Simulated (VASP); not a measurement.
Here is a VASP 6.6.1 calculation.

Contents of INCAR:

```
PREC     = Accurate       # precision mode
ENCUT    = 600            # plane-wave cutoff, eV
EDIFF    = 1E-6           # SCF threshold, eV
ISMEAR   = 0              # smearing method
SIGMA    = 0.01           # smearing width, eV
LREAL    = F              # projectors in reciprocal space
LASPH    = T              # aspherical terms in the spheres
NELM     = 120            # most SCF steps
ALGO     = Normal         # electronic algorithm
ISIF     = 2              # what is computed and relaxed
LWAVE    = F              # write WAVECAR
LCHARG   = F              # write CHGCAR
GGA      = PE             # functional
NBANDS   = 15             # bands
GGA_COMPAT= F
```

The input KPOINTS:

```
Automatic mesh
0
Gamma
  6 6 6
```

POSCAR

```
KF
1.0
    0.0000000000      2.6539175805      2.6539175805
    2.6539175805      0.0000000000      2.6539175805
    2.6539175805      2.6539175805      0.0000000000
K F
1 1
Direct
    0.0000000000      0.0000000000      0.0000000000
    0.5000000000      0.5000000000      0.5000000000
```

Potentials or basis: VASP PAW PBE potentials, release 64 (K_sv, F).

The run is started by

```sh
$ cat potpaw_PBE.64/K_sv/POTCAR potpaw_PBE.64/F/POTCAR > POTCAR
$ mpirun -np 1 vasp_std > vasp.out
```

Question: Predict the band gap on the k mesh.

Answer: 6.27 eV.

Question: Estimate the pressure.

Answer: 2.2 GPa.

Expect the measured gap to be larger: semilocal functionals such as PBE lack the derivative discontinuity.
